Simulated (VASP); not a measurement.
# P in VASP: a series of runs

P is run at these levels: PBE+D3(BJ); tasks: single point.

All numbers are computed with VASP 6.6.1; they aren't measurements. Logs are shortened: lines on timing, memory, paths and dates and some standing lists are left out, and cuts for length are marked.

**1. The cell of the first run**

The cell holds a slab with vacuum, 4 atoms: a = 3.323 Å, b = 4.167 Å, c = 30.337 Å, α = 90.00°, β = 90.00°, γ = 90.00°.

**2. Single point, PBE+D3(BJ) (atoms taken out)**

Input file INCAR:

```
SYSTEM = P
  PREC = Accurate
  ENCUT = 520
  EDIFF = 1E-7
  ISMEAR = 0
  SIGMA = 0.02
  LREAL = .False.
  LASPH = .True.
  NELM = 80
  ALGO = Normal
  ISIF = 2
  LWAVE = .False.
  LCHARG = .False.
  LDIPOL = .True.
  IDIPOL = 3
  DIPOL = 0.5 0.5 0.500
  GGA = PE
  IVDW = 12
  NBANDS = 18
```

Input file KPOINTS:

```
regular mesh
0
Gamma
  10 8 1
  0 0 0
```

Input file POSCAR:

```
P
1.0
    3.3225242949      0.0000000000      0.0000000000
    0.0000000000      4.1668621241      0.0000000000
    0.0000000000      0.0000000000     30.3367098730
P
4
Direct
    0.5000000000      0.9280971978      0.4642618638
    0.0000000000      0.5719028022      0.4642618638
    0.5000000000      0.0719028022      0.5357381362
    0.0000000000      0.4280971978      0.5357381362
```

Potentials or basis: VASP PAW PBE potentials, release 64 (P).

Command:

```bash
> cat potpaw_PBE.64/P/POTCAR > POTCAR
> mpirun -np 1 vasp_std > vasp.out
```

OUTCAR:

```text
SYSTEM = P
   PREC = Accurate
   ENCUT = 520
   EDIFF = 1E-7
   ISMEAR = 0
   LREAL = .False.
   LASPH = .True.
   NELM = 80
   ISIF = 2
   GGA = PE
   IVDW = 12
 IVDW          = 12

 ion  position               nearest neighbor table
   1  0.500  0.928  0.464-   2 2.23   2 2.23   3 2.25
   2  0.000  0.572  0.464-   1 2.23   1 2.23   4 2.25
   3  0.500  0.072  0.536-   4 2.23   4 2.23   1 2.25
   4  0.000  0.428  0.536-   3 2.23   3 2.23   2 2.25

  LATTYP: Found a simple orthorhombic cell.
 ALAT       =     3.3225242949
 B/A-ratio  =     1.2541254041
 C/A-ratio  =     9.1306209317

  Lattice vectors:

 A1 = (   3.3225242949,   0.0000000000,   0.0000000000)
 A2 = (   0.0000000000,   4.1668621241,   0.0000000000)
 A3 = (   0.0000000000,   0.0000000000,  30.3367098730)

Analysis of symmetry for initial positions (statically):
=====================================================================
 Subroutine PRICEL returns:
 Original cell was already a primitive cell.

 Routine SETGRP: Setting up the symmetry group for a
 simple orthorhombic supercell.

 Subroutine GETGRP returns: Found  8 space group operations
 (whereof  4 operations were pure point group operations)
 out of a pool of  8 trial point group operations.

The static configuration has the point symmetry C_2h.
 The point group associated with its full space group is D_2h.

Analysis of symmetry for dynamics (positions and initial velocities):
=====================================================================
 Subroutine PRICEL returns:
 Original cell was already a primitive cell.

 Routine SETGRP: Setting up the symmetry group for a
 simple orthorhombic supercell.

 Subroutine GETGRP returns: Found  8 space group operations
 (whereof  4 operations were pure point group operations)
 out of a pool of  8 trial point group operations.

The dynamic configuration has the point symmetry C_2h.
 The point group associated with its full space group is D_2h.

 Subroutine INISYM returns: Found  8 space group operations
 (whereof  4 operations are pure point group operations),
 and found     1 'primitive' translations

----------------------------------------------------------------------------------------

                                     Primitive cell

  volume of cell :     419.9966

  direct lattice vectors                    reciprocal lattice vectors
     3.322524295  0.000000000  0.000000000     0.300975978  0.000000000  0.000000000
     0.000000000  4.166862124  0.000000000     0.000000000  0.239988742  0.000000000
[... 98 lines left out ...]
   TEBEG  =    0.0;   TEEND  =   0.0 temperature during run
   PSTRESS=    0.0 pullay stress
   NELECT =      20.0000    total number of electrons
   NUPDOWN=      -1.0000    fix difference up-down
   EMIN   =  10.00;   EMAX   =-10.00  energy-range for DOS
   EFERMI =   0.00;   METHOD = LEGACY
   ISMEAR =     0;   SIGMA  =   0.02  broadening in eV -4-tet -1-fermi 0-gaus
   EFERMI_NEDOS =   21; number of points for ismear=-14 and -15
   IALGO  =     38    algorithm
   IMIX   =      4    mixing-type and parameters
     AMIX     =   0.40;   BMIX     =  1.00
     AMIX_MAG =   1.60;   BMIX_MAG =  1.00
  volume/ion in A,a.u.               =     105.00       708.57
  Fermi-wavevector in a.u.,A,eV,Ry     =   0.593385  1.121334  4.790682  0.352105
  Thomas-Fermi vector in A             =   1.642563
   LORBIT       =      0    0 simple, 1 ext, 2 COOP (PROOUT), +10 PAW based schemes
   GGA     = PE    functional components
   LHFCALC =     F    Hartree Fock is set to
   AEXX    =    0.0000 exact exchange contribution
   IVDW    =    12    specifies the selected vdW correction
   LEPSILON=     F    determine dielectric tensor
   LRPA    =     F    only Hartree local field effects (RPA)
 non-spin polarized calculation
 Gauss-broadening in eV      SIGMA  =   0.02
  energy-cutoff  :      520.00
  volume of cell :      420.00
 maximum number of plane-waves:     11362
 NGX is ok and might be reduce to    28
   NGX = 13   NGY = 15   NGZ =113

 number of electron      19.9999995 magnetization

 dipolmoment           0.000000      0.000000      0.000000 electrons x Angstroem

 Free energy of the ion-electron system (eV)
  ---------------------------------------------------
  ext. energy  EPLUGINS =         0.00000000
  ---------------------------------------------------
  free energy    TOTEN  =       -21.35003844 eV

  energy without entropy =      -21.35003844  energy(sigma->0) =      -21.35003844

 E-fermi :  -2.4820     XC(G=0):  -2.1204

 val. band max:       -2.5652433990   @ k =   0.0000   0.3750   0.0000
 cond. band min:      -2.3101174850   @ k =   0.0000   0.0000   0.0000
 fundamental gap:      0.2551259140
 Fermi energy:        -2.4820233559

 k-point     1 :       0.0000    0.0000    0.0000
  band No.  band energies     occupation
      1     -18.0858      2.00000
      2     -15.3266      2.00000
      3     -11.3339      2.00000
      4      -8.6425      2.00000
      5      -7.6173      2.00000
      6      -6.9698      2.00000
[... 481 lines left out ...]
      5      -8.2402      2.00000
      6      -8.2402      2.00000
[... 10 lines left out ...]
     17       3.6692      0.00000
     18       3.6692      0.00000

 [... further k-points ...]

------------------------ aborting loop because EDIFF is reached ----------------------------------------

 vacuum level on the upper side and lower side of the slab       (xc-potential included)        -0.012        -0.012

 Edisp (eV)   -1.04481

 E8    (eV) :    -0.4237

  FORCE on cell =-STRESS in cart. coord.  units (eV):
  Direction    XX          YY          ZZ          XY          YZ          ZX
  --------------------------------------------------------------------------------------
  -------------------------------------------------------------------------------------
  Total       0.51614     0.90796    -0.76416     0.00000     0.00000     0.00000
  in kB       1.96896     3.46362    -2.91507     0.00000     0.00000     0.00000
  external pressure =        0.84 kB  Pullay stress =        0.00 kB

 VOLUME and BASIS-vectors are now :
 -----------------------------------------------------------------------------
  energy-cutoff  :      520.00
  volume of cell :      420.00
      direct lattice vectors                 reciprocal lattice vectors
     3.322524295  0.000000000  0.000000000     0.300975978  0.000000000  0.000000000
     0.000000000  4.166862124  0.000000000     0.000000000  0.239988742  0.000000000
     0.000000000  0.000000000 30.336709873     0.000000000  0.000000000  0.032963364

 POSITION                                       TOTAL-FORCE (eV/Angst)
 -----------------------------------------------------------------------------------
      1.66126      3.86725     14.08418         0.000000     -0.108261      0.172681
      0.00000      2.38304     14.08418        -0.000000      0.108261      0.172681
      1.66126      0.29961     16.25253        -0.000000      0.108261     -0.172681
      0.00000      1.78382     16.25253         0.000000     -0.108261     -0.172681
 -----------------------------------------------------------------------------------
    total drift:                               -0.000000     -0.000000      0.000000

  FREE ENERGIE OF THE ION-ELECTRON SYSTEM (eV)
  ---------------------------------------------------
  free  energy   TOTEN  =       -22.3948520022 eV

  energy  without entropy=      -22.3948520022  energy(sigma->0) =      -22.39485200

 vacuum level on the upper side and lower side of the slab         1.946         1.946
```

It took 3.4 min on 1 thread of Intel Xeon 6975P-C (Granite Rapids), shared host; peak memory 0.56 GiB.

What came out:

```yaml
Free_energy: -22.3949 eV
Largest_force: 0.204 eV/Å
Band_gap_on_the_k_mesh: 0.26 eV (least direct gap 0.33 eV)
Dispersion_energy_per_atom: -0.261 eV
```

Forces on the atoms (eV/Å):
```
P    0.000 -0.108  0.173
P    0.000  0.108  0.173
P    0.000  0.108 -0.173
P    0.000 -0.108 -0.173
```

Caveat: the cell differs from its parent crystal (atoms taken out).

**3. Single point, PBE+D3(BJ) (atoms taken out)**

Input file INCAR:

```
ALGO     = Normal         # electronic algorithm
DIPOL    = 0.5 0.5 0.500
EDIFF    = 1E-6           # SCF threshold, eV
ENCUT    = 520            # plane-wave cutoff, eV
GGA      = PE             # functional
IDIPOL   = 3            
ISIF     = 2              # what is computed and relaxed
ISMEAR   = 0              # smearing method
IVDW     = 12             # dispersion correction
LASPH    = T              # aspherical terms in the spheres
LCHARG   = F              # write CHGCAR
LDIPOL   = T            
LREAL    = F              # projectors in reciprocal space
LWAVE    = F              # write WAVECAR
NBANDS   = 18             # bands
NELM     = 60             # most SCF steps
PREC     = Accurate       # precision mode
SIGMA    = 0.02           # smearing width, eV
```

Input file KPOINTS:

```
k-points
0
Gamma
  10 8 1
```

Input file POSCAR:

```
P
1.0
    3.2961869271      0.0000000000      0.0000000000
    0.0000000000      4.4391555608      0.0000000000
    0.0000000000      0.0000000000     30.3367098730
P
4
Direct
    0.5000000000      0.9174951521      0.4650077627
    0.0000000000      0.5825048479      0.4650077627
    0.5000000000      0.0825048479      0.5349922373
    0.0000000000      0.4174951521      0.5349922373
```

Potentials or basis: VASP PAW PBE potentials, release 64 (P).

Command:

```bash
> cat potpaw_PBE.64/P/POTCAR > POTCAR
> mpirun -np 1 vasp_std > vasp.out
```

OUTCAR:

```text
EDIFF = 1E-6
   ENCUT = 520
   GGA = PE
   ISIF = 2
   ISMEAR = 0
   IVDW = 12
   LASPH = T
   LREAL = F
   NELM = 60
   PREC = Accurate
 IVDW          = 12

 ion  position               nearest neighbor table
   1  0.500  0.917  0.465-   2 2.22   2 2.22   3 2.25
   2  0.000  0.583  0.465-   1 2.22   1 2.22   4 2.25
   3  0.500  0.083  0.535-   4 2.22   4 2.22   1 2.25
   4  0.000  0.417  0.535-   3 2.22   3 2.22   2 2.25

  LATTYP: Found a simple orthorhombic cell.
 ALAT       =     3.2961869271
 B/A-ratio  =     1.3467547985
 C/A-ratio  =     9.2035769038

  Lattice vectors:

 A1 = (   3.2961869271,   0.0000000000,   0.0000000000)
 A2 = (   0.0000000000,   4.4391555608,   0.0000000000)
 A3 = (   0.0000000000,   0.0000000000,  30.3367098730)

Analysis of symmetry for initial positions (statically):
=====================================================================
 Subroutine PRICEL returns:
 Original cell was already a primitive cell.

 Routine SETGRP: Setting up the symmetry group for a
 simple orthorhombic supercell.

 Subroutine GETGRP returns: Found  8 space group operations
 (whereof  4 operations were pure point group operations)
 out of a pool of  8 trial point group operations.

The static configuration has the point symmetry C_2h.
 The point group associated with its full space group is D_2h.

Analysis of symmetry for dynamics (positions and initial velocities):
=====================================================================
 Subroutine PRICEL returns:
 Original cell was already a primitive cell.

 Routine SETGRP: Setting up the symmetry group for a
 simple orthorhombic supercell.

 Subroutine GETGRP returns: Found  8 space group operations
 (whereof  4 operations were pure point group operations)
 out of a pool of  8 trial point group operations.

The dynamic configuration has the point symmetry C_2h.
 The point group associated with its full space group is D_2h.

[... 127 lines left out ...]
   GGA     = PE    functional components
   LHFCALC =     F    Hartree Fock is set to
   AEXX    =    0.0000 exact exchange contribution
   IVDW    =    12    specifies the selected vdW correction
   LEPSILON=     F    determine dielectric tensor
   LRPA    =     F    only Hartree local field effects (RPA)
 non-spin polarized calculation
 Gauss-broadening in eV      SIGMA  =   0.02
  energy-cutoff  :      520.00
  volume of cell :      443.90
 maximum number of plane-waves:     12036
 NGX is ok and might be reduce to    28
   NGX = 13   NGY = 17   NGZ =113

 dipolmoment           0.000000      0.000000      0.000000 electrons x Angstroem

 number of electron      19.9999999 magnetization

 dipolmoment           0.000000      0.000000     -0.000000 electrons x Angstroem

 Free energy of the ion-electron system (eV)
  ---------------------------------------------------
  ext. energy  EPLUGINS =         0.00000000
  ---------------------------------------------------
  free energy    TOTEN  =       -21.45062943 eV

  energy without entropy =      -21.45062943  energy(sigma->0) =      -21.45062943

 E-fermi :  -2.8869     XC(G=0):  -2.0767

 val. band max:       -3.0340018138   @ k =   0.0000   0.0000   0.0000
 cond. band min:      -2.2876965358   @ k =   0.0000   0.0000   0.0000
 fundamental gap:      0.7463052780
 Fermi energy:        -2.8869371479

 k-point     1 :       0.0000    0.0000    0.0000
  band No.  band energies     occupation
      1     -18.1762      2.00000
      2     -15.5639      2.00000
      3     -12.0517      2.00000
      4      -8.8117      2.00000
      5      -7.7262      2.00000
      6      -7.5846      2.00000
[... 481 lines left out ...]
      5      -8.2446      2.00000
      6      -8.2446      2.00000
[... 10 lines left out ...]
     17       3.0966      0.00000
     18       3.0966      0.00000

 [... further k-points ...]

------------------------ aborting loop because EDIFF is reached ----------------------------------------

 vacuum level on the upper side and lower side of the slab       (xc-potential included)        -0.006        -0.006

 Edisp (eV)   -0.98937

 E8    (eV) :    -0.4015

  FORCE on cell =-STRESS in cart. coord.  units (eV):
  Direction    XX          YY          ZZ          XY          YZ          ZX
  --------------------------------------------------------------------------------------
  -------------------------------------------------------------------------------------
  Total      -0.17584    -0.16882    -0.17923     0.00000    -0.00000     0.00000
  in kB      -0.63466    -0.60932    -0.64689     0.00000    -0.00000     0.00000
  external pressure =       -0.63 kB  Pullay stress =        0.00 kB

 VOLUME and BASIS-vectors are now :
 -----------------------------------------------------------------------------
  energy-cutoff  :      520.00
  volume of cell :      443.90
      direct lattice vectors                 reciprocal lattice vectors
     3.296186927  0.000000000  0.000000000     0.303380853  0.000000000  0.000000000
     0.000000000  4.439155561  0.000000000     0.000000000  0.225268069  0.000000000
     0.000000000  0.000000000 30.336709873     0.000000000  0.000000000  0.032963364

 POSITION                                       TOTAL-FORCE (eV/Angst)
 -----------------------------------------------------------------------------------
      1.64809      4.07290     14.10681        -0.000000     -0.035207      0.038894
      0.00000      2.58583     14.10681        -0.000000      0.035207      0.038894
      1.64809      0.36625     16.22990         0.000000      0.035207     -0.038894
      0.00000      1.85333     16.22990        -0.000000     -0.035207     -0.038894
 -----------------------------------------------------------------------------------
    total drift:                               -0.000000      0.000000      0.000000

  FREE ENERGIE OF THE ION-ELECTRON SYSTEM (eV)
  ---------------------------------------------------
  free  energy   TOTEN  =       -22.4399970434 eV

  energy  without entropy=      -22.4399970434  energy(sigma->0) =      -22.43999704

 vacuum level on the upper side and lower side of the slab         1.876         1.876
```

It took 4.2 min on 1 thread of Intel Xeon 6975P-C (Granite Rapids), shared host; peak memory 0.64 GiB.

Results:

```
Free energy                : -22.4400 eV
Largest force              : 0.052 eV/Å
Band gap on the k mesh     : 0.75 eV
Dispersion energy per atom : -0.247 eV
```

Forces on the atoms (eV/Å):
```
P    0.000 -0.035  0.039
P    0.000  0.035  0.039
P    0.000  0.035 -0.039
P    0.000 -0.035 -0.039
```

Levels at points of the mesh, in eV from the valence-band top:
```tsv
k point	band 7	band 8	band 9	band 10	band 11	band 12	band 13	band 14
(0.00, 0.00, 0.00)	-3.45	-1.87	-1.76	0.00	0.75	1.58	2.74	3.47
(0.50, 0.00, 0.00)	-2.74	-2.74	-2.03	-2.03	1.31	1.31	1.96	1.96
(0.00, 0.50, 0.00)	-2.55	-2.55	-1.03	-1.03	2.11	2.11	3.48	3.48
(0.50, 0.50, 0.00)	-4.87	-4.87	-1.31	-1.31	2.42	2.42	4.28	4.28
```

Caveat: the cell differs from its parent crystal (atoms taken out).
